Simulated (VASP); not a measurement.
# In (Im-3m) in VASP: density of states with PBE

Aim: the density of states of In with PBE.

All numbers are computed with VASP 6.6.1; they aren't measurements. Logs are shortened: lines on timing, memory, paths and dates and some standing lists are left out, and cuts for length are marked.

## 1. The cell of the first run

It takes space group Im-3m (No. 229, cubic). The conventional cell has a = 3.816 Å, b = 3.816 Å, c = 3.816 Å, α = 90.00°, β = 90.00°, γ = 90.00°. In (site symmetry m-3m) has 14 In at 3.30 to 3.82 Å within 4.3 Å.

## 2. Density of states, PBE, non-collinear spin, zero start, spin-orbit coupling

The input, POSCAR:

```
In
1.0
   -1.9080359160      1.9080359160      1.9080359160
    1.9080359160     -1.9080359160      1.9080359160
    1.9080359160      1.9080359160     -1.9080359160
In
1
Direct
    0.0000000000      0.0000000000      0.0000000000
```

The input, INCAR.step1:

```
PREC     = Accurate       # precision mode
ENCUT    = 520            # plane-wave cutoff, eV
EDIFF    = 1E-7           # SCF threshold, eV
ISMEAR   = 0              # smearing method
SIGMA    = 0.05           # smearing width, eV
LREAL    = False          # projectors in reciprocal space
LASPH    = True           # aspherical terms in the spheres
NELM     = 150            # most SCF steps
ALGO     = Normal         # electronic algorithm
ISIF     = 2              # what is computed and relaxed
LWAVE    = False          # write WAVECAR
LCHARG   = True           # write CHGCAR
MAGMOM   = 0 0 0          # initial moments
LSORBIT  = True           # spin-orbit coupling
GGA_COMPAT= False        
LORBMOM  = True         
GGA      = PE             # functional
NBANDS   = 24             # bands
```

The input, KPOINTS.step1:

```
regular mesh
0
Gamma
  16 16 16
```

The input, INCAR.step2:

```
PREC     = Accurate       # precision mode
ENCUT    = 520            # plane-wave cutoff, eV
EDIFF    = 1E-7           # SCF threshold, eV
ISMEAR   = -5             # smearing method
SIGMA    = 0.05           # smearing width, eV
LREAL    = False          # projectors in reciprocal space
LASPH    = True           # aspherical terms in the spheres
NELM     = 150            # most SCF steps
ALGO     = Normal         # electronic algorithm
ISIF     = 2              # what is computed and relaxed
LWAVE    = False          # write WAVECAR
LCHARG   = False          # write CHGCAR
MAGMOM   = 0 0 0          # initial moments
LORBIT   = 11             # projections on sites
LSORBIT  = True           # spin-orbit coupling
GGA_COMPAT= False        
LORBMOM  = True         
GGA      = PE             # functional
NBANDS   = 24             # bands
NEDOS    = 2001           # points of the DOS
ICHARG   = 11             # starting density
```

The input, KPOINTS.step2:

```
regular mesh
0
Gamma
  24 24 24
```

Potentials or basis: VASP PAW PBE potentials, release 64 (In_d).

Command:

```bash
> cat potpaw_PBE.64/In_d/POTCAR > POTCAR
> cp INCAR.step1 INCAR
> cp KPOINTS.step1 KPOINTS
> mpirun -np 1 vasp_ncl > vasp.out
> cp INCAR.step2 INCAR
> cp KPOINTS.step2 KPOINTS
> mpirun -np 1 vasp_ncl > vasp.out
```

OUTCAR:

```text
PREC = Accurate
   ENCUT = 520
   EDIFF = 1E-7
   ISMEAR = -5
   LREAL = False
   LASPH = True
   NELM = 150
   ISIF = 2
   LORBIT = 11
   LSORBIT = True
   GGA = PE
   ICHARG = 11

 ion  position               nearest neighbor table
   1  0.000  0.000  0.000-

  LATTYP: Found a body centered cubic cell.
 ALAT       =     3.8160718320

  Lattice vectors:

 A1 = (  -1.9080359160,   1.9080359160,   1.9080359160)
 A2 = (   1.9080359160,  -1.9080359160,   1.9080359160)
 A3 = (   1.9080359160,   1.9080359160,  -1.9080359160)

Analysis of symmetry for initial positions (statically):
=====================================================================
 Subroutine PRICEL returns:
 Original cell was already a primitive cell.

 Routine SETGRP: Setting up the symmetry group for a
 body centered cubic supercell.

 Subroutine GETGRP returns: Found 48 space group operations
 (whereof 48 operations were pure point group operations)
 out of a pool of 48 trial point group operations.

The static configuration has the point symmetry O_h .

Analysis of symmetry for dynamics (positions and initial velocities):
=====================================================================
 Subroutine PRICEL returns:
 Original cell was already a primitive cell.

 Routine SETGRP: Setting up the symmetry group for a
 body centered cubic supercell.

 Subroutine GETGRP returns: Found 48 space group operations
 (whereof 48 operations were pure point group operations)
 out of a pool of 48 trial point group operations.

The dynamic configuration has the point symmetry O_h .

Analysis of structural, dynamic, and magnetic symmetry:
=====================================================================
 Subroutine PRICEL returns:
 Original cell was already a primitive cell.

 Routine SETGRP: Setting up the symmetry group for a
 body centered cubic supercell.

 Subroutine GETGRP returns: Found 48 space group operations
 (whereof 48 operations were pure point group operations)
 out of a pool of 48 trial point group operations.

The overall configuration has the point symmetry O_h .

 Subroutine INISYM returns: Found 48 space group operations
 (whereof 48 operations are pure point group operations),
 and found     1 'primitive' translations

----------------------------------------------------------------------------------------

                                     Primitive cell

  volume of cell :      27.7856

  direct lattice vectors                    reciprocal lattice vectors
    -1.908035916  1.908035916  1.908035916     0.000000000  0.262049575  0.262049575
     1.908035916 -1.908035916  1.908035916     0.262049575  0.000000000  0.262049575
     1.908035916  1.908035916 -1.908035916     0.262049575  0.262049575  0.000000000

  length of vectors
     3.304815149  3.304815149  3.304815149     0.370594062  0.370594062  0.370594062

  position of ions in fractional coordinates (direct lattice)
     0.000000000  0.000000000  0.000000000

  ion indices of the primitive-cell ions
   primitive index   ion index
                 1           1

----------------------------------------------------------------------------------------

 KPOINTS: regular mesh

Automatic generation of k-mesh.
 Grid dimensions read from file:
 generate k-points for:   24   24   24

 Generating k-lattice:

  Cartesian coordinates                     Fractional coordinates (reciprocal lattice)
     0.000000000  0.010918732  0.010918732     0.041666667  0.000000000  0.000000000
     0.010918732  0.000000000  0.010918732     0.000000000  0.041666667  0.000000000
     0.010918732  0.010918732  0.000000000     0.000000000  0.000000000  0.041666667

  Length of vectors
     0.015441419  0.015441419  0.015441419

  Shift w.r.t. Gamma in fractional coordinates (k-lattice)
[... 40 lines left out ...]
   dimension x,y,z NGXF=    56 NGYF=   56 NGZF=   56
   ions per type =               1
   NGX,Y,Z   is equivalent  to a cutoff of  14.09, 14.09, 14.09 a.u.
   NGXF,Y,Z  is equivalent  to a cutoff of  28.17, 28.17, 28.17 a.u.
 SYSTEM =  unknown system
   PREC   = accura    normal or accurate (medium, high low for compatibility)
   ISTART =      0    job   : 0-new  1-cont  2-samecut
   ICHARG =     11    charge: 1-file 2-atom 10-const
   ISPIN  =      1    spin polarized calculation?
   LNONCOLLINEAR =      T non collinear calculations
   LSORBIT =      T    spin-orbit coupling
   LASPH  =      T    aspherical Exc in radial PAW
   ENCUT  =  520.0 eV  38.22 Ry    6.18 a.u.   6.14  6.14  6.14*2*pi/ulx,y,z
   NELM   =    150;   NELMIN=  2; NELMDL=  0     # of ELM steps
   EDIFF  = 0.1E-06   stopping-criterion for ELM
   LREAL  =      F    real-space projection
   EDIFFG = 0.1E-05   stopping-criterion for IOM
   NSW    =      0    number of steps for IOM
   IBRION =     -1    ionic relax: 0-MD 1-quasi-New 2-CG
   NFREE  =      0    steps in history (QN), initial steepest desc. (CG)
   ISIF   =      2    stress and relaxation
   ISYM   =      2    0-nonsym 1-usesym 2-fastsym
   POTIM  = 0.5000    time-step for ionic-motion
   TEBEG  =    0.0;   TEEND  =   0.0 temperature during run
   PSTRESS=    0.0 pullay stress
   NELECT =      13.0000    total number of electrons
   NUPDOWN=      -1.0000    fix difference up-down
   EMIN   =  10.00;   EMAX   =-10.00  energy-range for DOS
   EFERMI =   0.00;   METHOD = LEGACY
   ISMEAR =    -5;   SIGMA  =   0.05  broadening in eV -4-tet -1-fermi 0-gaus
   EFERMI_NEDOS =   21; number of points for ismear=-14 and -15
   IALGO  =     38    algorithm
   IMIX   =      4    mixing-type and parameters
     AMIX     =   0.40;   BMIX     =  1.00
     AMIX_MAG =   1.60;   BMIX_MAG =  1.00
  volume/ion in A,a.u.               =      27.79       187.51
  Fermi-wavevector in a.u.,A,eV,Ry     =   1.270914  2.401679 21.976426  1.615222
  Thomas-Fermi vector in A             =   2.403875
   LORBIT       =     11    0 simple, 1 ext, 2 COOP (PROOUT), +10 PAW based schemes
   GGA     = PE    functional components
   LHFCALC =     F    Hartree Fock is set to
   AEXX    =    0.0000 exact exchange contribution
   IVDW    =     0    specifies the selected vdW correction
   LEPSILON=     F    determine dielectric tensor
   LRPA    =     F    only Hartree local field effects (RPA)
 Fermi weights with tetrahedron method with Bloechl corrections
  energy-cutoff  :      520.00
  volume of cell :       27.79
 maximum number of plane-waves:      1534
 NGX is ok and might be reduce to    28

 number of electron      13.0000004 magnetization       0.0000000      0.0000000     -0.0000000

 Free energy of the ion-electron system (eV)
  ---------------------------------------------------
  ext. energy  EPLUGINS =         0.00000000
  ---------------------------------------------------
  free energy    TOTEN  =        -2.58365377 eV

  energy without entropy =       -2.58365377  energy(sigma->0) =       -2.58365377

 E-fermi :   6.8703     XC(G=0):  -9.9705

 val. band max:        6.9734279539   @ k =   0.5000   0.5000   0.4583
 cond. band min:       6.7640021487   @ k =   0.2917   0.2917   0.0417
 fundamental gap:     -0.2094258052
 Fermi energy:         6.8702576794

 k-point     1 :       0.0000    0.0000    0.0000
  band No.  band energies     occupation
      1      -8.1871      1.00000
      2      -8.1871      1.00000
      3      -8.1871      1.00000
      4      -8.1871      1.00000
      5      -7.4208      1.00000
      6      -7.4208      1.00000
[... 637 lines left out ...]
     23      23.1919      0.00000
     24      23.1939      0.00000

 [... further k-points ...]
[... 5 lines left out ...]
  --------------------------------------------------------------------------------------
  -------------------------------------------------------------------------------------
  Total       -0.0250475     -0.0250475     -0.0250475      0.0000000      0.0000000     -0.0000000
  in kB       -1.4442907     -1.4442907     -1.4442907      0.0000000      0.0000000     -0.0000000
  external PRESSURE =      -1.4442907 kB  Pullay stress =       0.0000000 kB

 VOLUME and BASIS-vectors are now :
 -----------------------------------------------------------------------------
  energy-cutoff  :      520.00
  volume of cell :       27.79
      direct lattice vectors                 reciprocal lattice vectors
    -1.908035916  1.908035916  1.908035916     0.000000000  0.262049575  0.262049575
     1.908035916 -1.908035916  1.908035916     0.262049575  0.000000000  0.262049575
     1.908035916  1.908035916 -1.908035916     0.262049575  0.262049575  0.000000000

 POSITION                                       TOTAL-FORCE (eV/Angst)
 -----------------------------------------------------------------------------------
      0.00000      0.00000      0.00000         0.000000      0.000000     -0.000000
 -----------------------------------------------------------------------------------
    total drift:                                0.000000     -0.000000      0.000000

  FREE ENERGIE OF THE ION-ELECTRON SYSTEM (eV)
  ---------------------------------------------------
  free  energy   TOTEN  =        -2.5836537672 eV

  energy  without entropy=       -2.5836537672  energy(sigma->0) =       -2.58365377

 orbital moment (x)

 # of ion     p       d       tot
 ----------------------------------------
  1         0.000  -0.000  -0.000
 ----------------------------------------
            0.000  -0.000  -0.000

 orbital moment (y)

 # of ion     p       d       tot
 ----------------------------------------
  1         0.000  -0.000  -0.000
 ----------------------------------------
            0.000  -0.000  -0.000

 orbital moment (z)

 # of ion     p       d       tot
 ----------------------------------------
  1         0.000  -0.000  -0.000
 ----------------------------------------
            0.000  -0.000  -0.000

 Spin-Orbit-Coupling matrix elements

 Ion:    1  E_soc:     -0.0696142
 l=   1
     0.0000000    -0.0052779    -0.0052779
    -0.0052779     0.0000000    -0.0052779
    -0.0052779    -0.0052779     0.0000000
 l=   2
     0.0000000    -0.0012507     0.0000000    -0.0012507    -0.0050738
    -0.0012507     0.0000000    -0.0038053    -0.0012507    -0.0012684
     0.0000000    -0.0038053     0.0000000    -0.0038053     0.0000000
    -0.0012507    -0.0012507    -0.0038053     0.0000000    -0.0012684
    -0.0050738    -0.0012684     0.0000000    -0.0012684     0.0000000
 l=   3
     0.0000000     0.0000000     0.0000000     0.0000000     0.0000000     0.0000000     0.0000000
     0.0000000     0.0000000     0.0000000     0.0000000     0.0000000     0.0000000     0.0000000
     0.0000000     0.0000000     0.0000000     0.0000000     0.0000000     0.0000000     0.0000000
     0.0000000     0.0000000     0.0000000     0.0000000     0.0000000     0.0000000     0.0000000
     0.0000000     0.0000000     0.0000000     0.0000000     0.0000000     0.0000000     0.0000000
     0.0000000     0.0000000     0.0000000     0.0000000     0.0000000     0.0000000     0.0000000
     0.0000000     0.0000000     0.0000000     0.0000000     0.0000000     0.0000000     0.0000000

 total charge

# of ion       s       p       d       tot
------------------------------------------
    1        1.015   0.456   9.845  11.316

 magnetization (x)

# of ion       s       p       d       tot
------------------------------------------
    1        0.000  -0.000  -0.000  -0.000

 magnetization (y)

# of ion       s       p       d       tot
------------------------------------------
    1        0.000   0.000   0.000   0.000

 magnetization (z)

# of ion       s       p       d       tot
------------------------------------------
    1       -0.000  -0.000   0.000  -0.000
```

Wall time 14 min (1 thread of Intel Xeon Platinum 8259CL at 2.50GHz (Skylake/Cascade Lake), shared host); peak memory 0.51 GiB.

Results:

* Net moment: 0.00 μB per cell
* Valence electrons inside the program's atomic spheres: In 11.32

Moments on the atoms (μB; x, y, z):
```
In  0.00 0.00 0.00
```
